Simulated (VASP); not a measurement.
Write the native input for VASP 6.6.1 that does the following.

```
Task                   : single point
Functional             : LDA
Potentials or basis    : VASP PAW LDA potentials, release 64 (Mn_pv, S)
Cutoff                 : 520 eV
k mesh                 : 6 × 6 × 6
Occupations            : gaussian, width 0.05 eV
Spin                   : non-collinear spin, twin_end start, spin-orbit coupling
Starting moments       : [[0.0, -0.0, 4.27], [-0.0, -0.0, 0.22]] μB
Dipole correction      : no
Further INCAR settings : ALGO = Normal; EDIFF = 1e-07; NBANDS = 31
```

The structure of MnS lies in POSCAR:

```
MnS
1.0
    0.0000000000      2.6122498900      2.6122498900
    2.6122498900      0.0000000000      2.6122498900
    2.6122498900      2.6122498900      0.0000000000
Mn S
1 1
Direct
    0.0000000000      0.0000000000      0.0000000000
    0.5000000000      0.5000000000      0.5000000000
```

These files were run (other wordings do the same):

INCAR

```
PREC     = Accurate       # precision mode
ENCUT    = 520            # plane-wave cutoff, eV
EDIFF    = 1E-7           # SCF threshold, eV
ISMEAR   = 0              # smearing method
SIGMA    = 0.05           # smearing width, eV
LREAL    = F              # projectors in reciprocal space
LASPH    = T              # aspherical terms in the spheres
NELM     = 150            # most SCF steps
ALGO     = Normal         # electronic algorithm
ISIF     = 2              # what is computed and relaxed
LWAVE    = F              # write WAVECAR
LCHARG   = F              # write CHGCAR
MAGMOM   = 0 0 4.27 0 0 0.22 # initial moments
LORBIT   = 11             # projections on sites
LSORBIT  = T              # spin-orbit coupling
GGA_COMPAT= F            
LORBMOM  = T            
LMAXMIX  = 4              # l up to which the mixer works
GGA      = CA             # functional
NBANDS   = 31             # bands
```

KPOINTS

```
Automatic mesh
0
Gamma
  6 6 6
```

Potentials or basis: VASP PAW LDA potentials, release 64 (Mn_pv, S).

The run is started by

```bash
$ cat potpaw_LDA.64/Mn_pv/POTCAR potpaw_LDA.64/S/POTCAR > POTCAR
$ mpirun -np 1 vasp_ncl > vasp.out
```

It gave:

```
Pressure                                              : -13.4 GPa
Net moment                                            : 4.45 μB per cell
Valence electrons inside the program's atomic spheres : Mn 11.34; S 3.68
```

Caveat: the cell stands under tension; a cell with one magnetic atom can't hold antiferromagnetic order, which such compounds often take.

It took 2.2 min on 1 thread of Intel Xeon 8259CL (shared host), peak memory 0.23 GiB.
